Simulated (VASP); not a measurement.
# SnO2 (R-3m) in VASP: notebook

The runs below take SnO2 through single point, with PBE.

All numbers are computed with VASP 6.6.1; they aren't measurements. Logs are shortened: lines on timing, memory, paths and dates and some standing lists are left out, and cuts for length are marked.

## 1. The cell of the first run

Symmetry: R-3m, No. 166, trigonal system. Conventional cell: a = 3.175 Å, b = 3.175 Å, c = 14.488 Å, α = 90.00°, β = 90.00°, γ = 120.00°. Sn (site symmetry -3m) has 6 O at 2.01 Å within 2.7 Å. Within 2.7 Å of O (site symmetry 3m) lie 3 Sn at 2.01 Å and 3 O at 2.46 Å.

## 2. Single point, PBE (atoms shifted along a free coordinate)

The input, INCAR:

```
SYSTEM = SnO2
ALGO = Normal
EDIFF = 1E-6
ENCUT = 520
GGA = PE
ISIF = 2
ISMEAR = 0
LASPH = .TRUE.
LCHARG = .TRUE.
LELF = .TRUE.
LREAL = .FALSE.
LVHAR = .TRUE.
LWAVE = .FALSE.
NBANDS = 20
NELM = 80
PREC = Accurate
SIGMA = 0.05
```

The input, KPOINTS:

```
k-points
0
G
  12 12 12
  0 0 0
```

The input, POSCAR:

```
SnO2
1.0
    1.5874934052      0.9165397449      4.8292069647
   -1.5874934052      0.9165397449      4.8292069647
    0.0000000000     -1.8330794897      4.8292069648
Sn O
1 2
Direct
    0.5000000000      0.5000000000      0.5000000000
    0.2233609734      0.2233609734      0.2233609734
    0.7766390266      0.7766390266      0.7766390266
```

Potentials or basis: VASP PAW PBE potentials, release 64 (Sn_d, O).

Command:

```console
cat potpaw_PBE.64/Sn_d/POTCAR potpaw_PBE.64/O/POTCAR > POTCAR
mpirun -np 1 vasp_std > vasp.out
```

OUTCAR:

```text
SYSTEM = SnO2
   EDIFF = 1E-6
   ENCUT = 520
   GGA = PE
   ISIF = 2
   ISMEAR = 0
   LASPH = .TRUE.
   LREAL = .FALSE.
   NELM = 80
   PREC = Accurate

 ion  position               nearest neighbor table
   1  0.500  0.500  0.500-   2 2.01   2 2.01   3 2.01   3 2.01   2 2.01   3 2.01
   2  0.223  0.223  0.223-   1 2.01   1 2.01   1 2.01
   3  0.777  0.777  0.777-   1 2.01   1 2.01   1 2.01

  LATTYP: Found a trigonal (rhomboedric) cell.
 ALAT       =     5.1654061141
 COS(alpha) =     0.8110943660

  Lattice vectors:

 A1 = (   1.5874934052,   0.9165397449,   4.8292069647)
 A2 = (  -1.5874934052,   0.9165397449,   4.8292069647)
 A3 = (   0.0000000000,  -1.8330794897,   4.8292069648)

Analysis of symmetry for initial positions (statically):
=====================================================================
 Subroutine PRICEL returns:
 Original cell was already a primitive cell.

 Routine SETGRP: Setting up the symmetry group for a
 trigonal (rhombohedral) supercell.

 Subroutine GETGRP returns: Found 12 space group operations
 (whereof 12 operations were pure point group operations)
 out of a pool of 12 trial point group operations.

The static configuration has the point symmetry D_3d.

Analysis of symmetry for dynamics (positions and initial velocities):
=====================================================================
 Subroutine PRICEL returns:
 Original cell was already a primitive cell.

 Routine SETGRP: Setting up the symmetry group for a
 trigonal (rhombohedral) supercell.

 Subroutine GETGRP returns: Found 12 space group operations
 (whereof 12 operations were pure point group operations)
 out of a pool of 12 trial point group operations.

The dynamic configuration has the point symmetry D_3d.

 Subroutine INISYM returns: Found 12 space group operations
 (whereof 12 operations are pure point group operations),
 and found     1 'primitive' translations

----------------------------------------------------------------------------------------

                                     Primitive cell

  volume of cell :      42.1590

  direct lattice vectors                    reciprocal lattice vectors
     1.587493405  0.916539745  4.829206965     0.314961938  0.181843360  0.069024446
    -1.587493405  0.916539745  4.829206965    -0.314961938  0.181843360  0.069024446
     0.000000000 -1.833079490  4.829206965     0.000000000 -0.363686720  0.069024446

  length of vectors
     5.165406114  5.165406114  5.165406114     0.370178881  0.370178881  0.370178881

  position of ions in fractional coordinates (direct lattice)
     0.500000000  0.500000000  0.500000000
     0.223360973  0.223360973  0.223360973
     0.776639027  0.776639027  0.776639027

  ion indices of the primitive-cell ions
   primitive index   ion index
                 1           1
                 2           2
                 3           3

----------------------------------------------------------------------------------------

 KPOINTS: k-points

Automatic generation of k-mesh.
 Grid dimensions read from file:
 generate k-points for:   12   12   12

 Generating k-lattice:

  Cartesian coordinates                     Fractional coordinates (reciprocal lattice)
     0.026246828  0.015153613  0.005752037     0.083333333  0.000000000 -0.000000000
    -0.026246828  0.015153613  0.005752037     0.000000000  0.083333333 -0.000000000
     0.000000000 -0.030307227  0.005752037    -0.000000000 -0.000000000  0.083333333

  Length of vectors
     0.030848240  0.030848240  0.030848240

  Shift w.r.t. Gamma in fractional coordinates (k-lattice)
     0.000000000  0.000000000  0.000000000

 Subroutine IBZKPT returns following result:
 ===========================================

 Found    189 irreducible k-points:

 Following reciprocal coordinates:
            Coordinates               Weight
  0.000000  0.000000  0.000000      1.000000
  0.083333  0.000000  0.000000      6.000000
  0.166667  0.000000  0.000000      6.000000
  0.250000  0.000000  0.000000      6.000000
  0.333333  0.000000  0.000000      6.000000
  0.416667  0.000000  0.000000      6.000000
[... 16 lines left out ...]
  0.500000  0.166667  0.000000     12.000000
 -0.416667  0.166667 -0.000000     12.000000
 [... further k-points ...]
   k-points           NKPTS =    189   k-points in BZ     NKDIM =    189   number of bands    NBANDS=     20
   number of dos      NEDOS =    301   number of ions     NIONS =      3
   total plane-waves  NPLWV =  64000
   dimension x,y,z NGX =    40 NGY =   40 NGZ =   40
   dimension x,y,z NGXF=    80 NGYF=   80 NGZF=   80
   ions per type =               1   2
   NGX,Y,Z   is equivalent  to a cutoff of  12.87, 12.87, 12.87 a.u.
   NGXF,Y,Z  is equivalent  to a cutoff of  25.75, 25.75, 25.75 a.u.
 SYSTEM =  SnO2
   PREC   = accura    normal or accurate (medium, high low for compatibility)
   ISTART =      0    job   : 0-new  1-cont  2-samecut
   ICHARG =      2    charge: 1-file 2-atom 10-const
   ISPIN  =      1    spin polarized calculation?
   LNONCOLLINEAR =      F non collinear calculations
   LSORBIT =      F    spin-orbit coupling
   LASPH  =      T    aspherical Exc in radial PAW
   ENCUT  =  520.0 eV  38.22 Ry    6.18 a.u.   9.60  9.60  9.60*2*pi/ulx,y,z
   NELM   =     80;   NELMIN=  2; NELMDL= -5     # of ELM steps
   EDIFF  = 0.1E-05   stopping-criterion for ELM
   LREAL  =      F    real-space projection
   EDIFFG = 0.1E-04   stopping-criterion for IOM
   NSW    =      0    number of steps for IOM
   IBRION =     -1    ionic relax: 0-MD 1-quasi-New 2-CG
   NFREE  =      0    steps in history (QN), initial steepest desc. (CG)
   ISIF   =      2    stress and relaxation
   ISYM   =      2    0-nonsym 1-usesym 2-fastsym
   POTIM  = 0.5000    time-step for ionic-motion
   TEBEG  =    0.0;   TEEND  =   0.0 temperature during run
   PSTRESS=    0.0 pullay stress
   NELECT =      26.0000    total number of electrons
   NUPDOWN=      -1.0000    fix difference up-down
   EMIN   =  10.00;   EMAX   =-10.00  energy-range for DOS
   EFERMI =   0.00;   METHOD = LEGACY
   ISMEAR =     0;   SIGMA  =   0.05  broadening in eV -4-tet -1-fermi 0-gaus
   EFERMI_NEDOS =   21; number of points for ismear=-14 and -15
   IALGO  =     38    algorithm
   IMIX   =      4    mixing-type and parameters
     AMIX     =   0.40;   BMIX     =  1.00
     AMIX_MAG =   1.60;   BMIX_MAG =  1.00
  volume/ion in A,a.u.               =      14.05        94.83
  Fermi-wavevector in a.u.,A,eV,Ry     =   1.393486  2.633306 26.419825  1.941802
  Thomas-Fermi vector in A             =   2.517127
   LORBIT       =      0    0 simple, 1 ext, 2 COOP (PROOUT), +10 PAW based schemes
   GGA     = PE    functional components
   LHFCALC =     F    Hartree Fock is set to
   AEXX    =    0.0000 exact exchange contribution
   IVDW    =     0    specifies the selected vdW correction
   LEPSILON=     F    determine dielectric tensor
   LRPA    =     F    only Hartree local field effects (RPA)
 non-spin polarized calculation
 Gauss-broadening in eV      SIGMA  =   0.05
  energy-cutoff  :      520.00
  volume of cell :       42.16
 maximum number of plane-waves:      1152
   NGX = 19   NGY = 19   NGZ = 19

 number of electron      26.0000003 magnetization

 Free energy of the ion-electron system (eV)
  ---------------------------------------------------
  ext. energy  EPLUGINS =         0.00000000
  ---------------------------------------------------
  free energy    TOTEN  =       -17.44351485 eV

  energy without entropy =      -17.44351485  energy(sigma->0) =      -17.44351485

 E-fermi :   3.8732     XC(G=0):  -9.8843

 val. band max:        3.6630654665   @ k =  -0.2500   0.2500   0.0000
 cond. band min:       6.3759896030   @ k =   0.0000   0.0000   0.0000
 fundamental gap:      2.7129241365
 Fermi energy:         3.8732383760

 k-point     1 :       0.0000    0.0000    0.0000
  band No.  band energies     occupation
      1     -16.8968      2.00000
      2     -15.9805      2.00000
      3     -15.9805      2.00000
      4     -15.6386      2.00000
      5     -15.6386      2.00000
      6     -14.6135      2.00000
[... 12 lines left out ...]
     19      21.2418      0.00000
     20      21.8111      0.00000

 k-point     2 :       0.0833    0.0000    0.0000
  band No.  band energies     occupation
      1     -16.8277      2.00000
      2     -16.0834      2.00000
      3     -15.9612      2.00000
      4     -15.6535      2.00000
      5     -15.6376      2.00000
      6     -14.5955      2.00000
[... 12 lines left out ...]
     19      20.0207      0.00000
     20      21.8043      0.00000

 k-point     3 :       0.1667    0.0000    0.0000
  band No.  band energies     occupation
      1     -16.6746      2.00000
      2     -16.2954      2.00000
      3     -15.9132      2.00000
      4     -15.6832      2.00000
      5     -15.6291      2.00000
      6     -14.5322      2.00000
[... 12 lines left out ...]
     19      18.8027      0.00000
     20      21.7981      0.00000

 k-point     4 :       0.2500    0.0000    0.0000
  band No.  band energies     occupation
      1     -16.7689      2.00000
      2     -16.2229      2.00000
      3     -15.8642      2.00000
      4     -15.7132      2.00000
      5     -15.5989      2.00000
      6     -14.4072      2.00000
[... 12 lines left out ...]
     19      17.9543      0.00000
     20      21.4281      0.00000

 k-point     5 :       0.3333    0.0000    0.0000
  band No.  band energies     occupation
      1     -17.0091      2.00000
      2     -15.9824      2.00000
      3     -15.8386      2.00000
      4     -15.7227      2.00000
      5     -15.5428      2.00000
      6     -14.2126      2.00000
[... 12 lines left out ...]
     19      18.3080      0.00000
     20      19.9007      0.00000
[... 353 lines left out ...]
      6     -14.1891      2.00000
[... 12 lines left out ...]
     19      17.7195      0.00000
     20      20.4399      0.00000

 k-point    22 :       0.4167    0.1667   -0.0000
  band No.  band energies     occupation
      1     -16.9005      2.00000
      2     -16.3026      2.00000
      3     -15.7906      2.00000
      4     -15.7261      2.00000
      5     -15.5424      2.00000
      6     -13.8007      2.00000
[... 12 lines left out ...]
     19      18.3004      0.00000
     20      19.3543      0.00000

 k-point    23 :       0.5000    0.1667    0.0000
  band No.  band energies     occupation
      1     -17.0363      2.00000
      2     -16.2296      2.00000
      3     -15.7990      2.00000
      4     -15.6842      2.00000
      5     -15.5522      2.00000
      6     -13.3906      2.00000
[... 12 lines left out ...]
     19      18.5770      0.00000
     20      18.8045      0.00000

 k-point    24 :      -0.4167    0.1667   -0.0000
  band No.  band energies     occupation
      1     -17.0845      2.00000
      2     -16.2047      2.00000
      3     -15.8055      2.00000
      4     -15.6397      2.00000
      5     -15.5823      2.00000
      6     -13.2016      2.00000
[... 12 lines left out ...]
     19      18.1713      0.00000
     20      18.8311      0.00000

 [... further k-points ...]

------------------------ aborting loop because EDIFF is reached ----------------------------------------

  FORCE on cell =-STRESS in cart. coord.  units (eV):
  Direction    XX          YY          ZZ          XY          YZ          ZX
  --------------------------------------------------------------------------------------
  -------------------------------------------------------------------------------------
  Total        8.3529264      8.3529264      5.5490035      0.0000000     -0.0000000     -0.0000000
  in kB      317.4380158    317.4380158    210.8799444      0.0000000     -0.0000000     -0.0000000
  external PRESSURE =     281.9186587 kB  Pullay stress =       0.0000000 kB

 VOLUME and BASIS-vectors are now :
 -----------------------------------------------------------------------------
  energy-cutoff  :      520.00
  volume of cell :       42.16
      direct lattice vectors                 reciprocal lattice vectors
     1.587493405  0.916539745  4.829206965     0.314961938  0.181843360  0.069024446
    -1.587493405  0.916539745  4.829206965    -0.314961938  0.181843360  0.069024446
     0.000000000 -1.833079490  4.829206965     0.000000000 -0.363686720  0.069024446

 POSITION                                       TOTAL-FORCE (eV/Angst)
 -----------------------------------------------------------------------------------
      0.00000      0.00000      7.24381        -0.000000     -0.000000     -0.000000
      0.00000      0.00000      3.23597         0.000000      0.000000      3.467197
      0.00000      0.00000     11.25165         0.000000     -0.000000     -3.467197
 -----------------------------------------------------------------------------------
    total drift:                                0.000000      0.000000      0.000000

  FREE ENERGIE OF THE ION-ELECTRON SYSTEM (eV)
  ---------------------------------------------------
  free  energy   TOTEN  =       -17.4435148535 eV

  energy  without entropy=      -17.4435148535  energy(sigma->0) =      -17.44351485
```

Run time: 2 min. Hardware: 1 thread of Intel Xeon 6975P-C (Granite Rapids), shared host; peak memory 0.33 GiB.

Results:

```yaml
Free_energy: -17.4435 eV
Pressure: 28.2 GPa
Largest_force: 3.467 eV/Å
Band_gap_on_the_k_mesh: 2.71 eV (least direct gap 3.60 eV)
```

Forces in eV/Å, atoms in the order of the input:
```
Sn   0.000  0.000  0.000
O    0.000  0.000  3.467
O    0.000  0.000 -3.467
```

Caveat: the cell differs from its parent crystal (atoms shifted along a free coordinate); the cell stands under pressure; spin-orbit coupling is left out, which moves the levels of the heavy elements; forces of over 1 eV/Å act on the atoms, so gaps and moduli don't describe the material at rest. A k mesh can miss the band edges.

## 3. Single point, PBE (atoms shifted along a free coordinate)

The input, INCAR:

```
  PREC = Accurate
  ENCUT = 520
  EDIFF = 1E-6
  ISMEAR = 0
  SIGMA = 0.05
  LREAL = False
  LASPH = True
  NELM = 60
  ALGO = Normal
  ISIF = 2
  LWAVE = False
  LCHARG = True
  GGA = PE
  LELF = True
  LVHAR = True
  NBANDS = 20
```

The input, KPOINTS:

```
Automatic mesh
0
Gamma
  12 12 12
```

The input, POSCAR:

```
SnO2
1.0
    1.5874934052      0.9165397449      4.8292069647
   -1.5874934052      0.9165397449      4.8292069647
    0.0000000000     -1.8330794897      4.8292069648
Sn O
1 2
Direct
    0.5000000000      0.5000000000      0.5000000000
    0.2464043750      0.2464043750      0.2464043750
    0.7535956250      0.7535956250      0.7535956250
```

Potentials or basis: VASP PAW PBE potentials, release 64 (Sn_d, O).

Command:

```console
cat potpaw_PBE.64/Sn_d/POTCAR potpaw_PBE.64/O/POTCAR > POTCAR
mpirun -np 1 vasp_std > vasp.out
```

Wall time 2.1 min (1 thread of Intel Xeon 6975P-C (Granite Rapids), shared host); peak memory 0.33 GiB.

It converged, with:

```yaml
Free_energy: -17.9642 eV
Pressure: -4.1 GPa
Largest_force: 1.601 eV/Å
Band_gap_on_the_k_mesh: 1.85 eV
```

Forces on the atoms (eV/Å):
```
Sn   0.000  0.000  0.000
O    0.000  0.000 -1.601
O    0.000  0.000  1.601
```

Stress tensor (GPa, compression positive):
```
  0.03   0.00   0.00
  0.00   0.03   0.00
  0.00   0.00 -12.44
```

Levels at points of the mesh, in eV from the valence-band top:
| k point | band 9 | band 10 | band 11 | band 12 | band 13 | band 14 | band 15 | band 16 | band 17 | band 18 |
| --- | --- | --- | --- | --- | --- | --- | --- | --- | --- | --- |
| (0.00, 0.00, 0.00) | -0.92 | -0.92 | -0.60 | -0.60 | 0.00 | 1.85 | 5.68 | 11.30 | 11.30 | 12.43 |
| (0.50, 0.00, 0.00) | -4.06 | -2.31 | -1.82 | -0.72 | -0.60 | 4.90 | 7.10 | 10.26 | 11.59 | 11.60 |
| (0.50, 0.50, 0.00) | -4.37 | -2.46 | -1.37 | -0.38 | 0.00 | 4.52 | 6.30 | 10.53 | 11.12 | 11.47 |
| (0.50, 0.50, 0.50) | -1.34 | -1.02 | -1.02 | -0.51 | -0.51 | 3.29 | 5.58 | 11.48 | 11.48 | 13.16 |

Caveat: the cell differs from its parent crystal (atoms shifted along a free coordinate); the cell stands under tension; spin-orbit coupling is left out, which moves the levels of the heavy elements; forces of over 1 eV/Å act on the atoms, so gaps and moduli don't describe the material at rest. A k mesh can miss the band edges.

## 4. Single point, PBE (atoms shifted along a free coordinate)

The input, INCAR:

```
PREC = Accurate ; ENCUT = 520
EDIFF = 1E-6 ; ISMEAR = 0
SIGMA = 0.05 ; LREAL = False
LASPH = True ; NELM = 80
ALGO = Normal ; ISIF = 2
LWAVE = False ; LCHARG = False
GGA = PE ; NBANDS = 20
```

KPOINTS is that of step 3.

The input, POSCAR:

```
SnO2
1.0
    1.6587648191      0.9576883149      5.0460169415
   -1.6587648191      0.9576883149      5.0460169415
    0.0000000000     -1.9153766297      5.0460169415
Sn O
1 2
Direct
    0.5000000000      0.5000000000      0.5000000000
    0.2348826742      0.2348826742      0.2348826742
    0.7651173258      0.7651173258      0.7651173258
```

Command:

```console
cat potpaw_PBE.64/Sn_d/POTCAR potpaw_PBE.64/O/POTCAR > POTCAR
mpirun -np 1 vasp_std > vasp.out
```

Wall time 4.4 min (1 thread of Intel Xeon Platinum 8259CL at 2.50GHz (Skylake/Cascade Lake), shared host); peak memory 0.35 GiB.

The run converged. Its results:

```
Free energy            : -18.1100 eV
Pressure               : -8.4 GPa
Largest force          : 0.668 eV/Å
Band gap on the k mesh : 1.55 eV (least direct gap 1.67 eV)
```

Forces in eV/Å, atoms in the order of the input:
```
Sn   0.000  0.000  0.000
O    0.000  0.000 -0.668
O    0.000  0.000  0.668
```

Stress tensor (GPa, compression positive):
```
-10.11   0.00   0.00
  0.00 -10.11   0.00
  0.00   0.00  -5.04
```

Levels at points of the mesh, in eV from the valence-band top:
| k point | band 11 | band 12 | band 13 | band 14 | band 15 | band 16 |
| --- | --- | --- | --- | --- | --- | --- |
| (0.00, 0.00, 0.00) | -0.89 | -0.89 | -0.12 | 1.55 | 5.37 | 10.37 |
| (0.50, 0.00, 0.00) | -1.28 | -0.57 | -0.43 | 4.62 | 7.21 | 9.48 |
| (0.50, 0.50, 0.00) | -1.05 | -0.48 | -0.05 | 4.45 | 6.55 | 9.98 |
| (0.50, 0.50, 0.50) | -0.98 | -0.86 | -0.86 | 2.56 | 5.21 | 10.48 |

Caveat: the cell differs from its parent crystal (atoms shifted along a free coordinate); the cell stands under tension; spin-orbit coupling is left out, which moves the levels of the heavy elements. A k mesh can miss the band edges.

## 5. The runs side by side

| cell | gap on the mesh (eV) | pressure (GPa) | largest force (eV/Å) |
| --- | --- | --- | --- |
| a = 5.165 Å, angles 35.8°, 3 atoms, atomic positions A | 2.71 | 28.2 | 3.47 |
| a = 5.165 Å, angles 35.8°, 3 atoms, atomic positions B | 1.85 | -4.1 | 1.60 |
| a = 5.397 Å, angles 35.8°, 3 atoms, atomic positions A | 1.55 | -8.4 | 0.67 |

Alike in all rows: task single point; level PBE; potentials or basis VASP PAW PBE potentials, release 64 (Sn_d, O); no spin polarisation; k mesh 12 × 12 × 12; cutoff (eV) 520; smearing gaussian 0.05 eV.

Caveats: spin-orbit coupling is left out, which moves the levels of the heavy elements; forces of over 1 eV/Å act on the atoms, so gaps and moduli don't describe the material at rest (at least some runs); the cell stands under tension (at least some runs); the cell stands under pressure (at least some runs).

Total energies depend on the potentials used, so only differences within one code and one set of settings carry meaning.
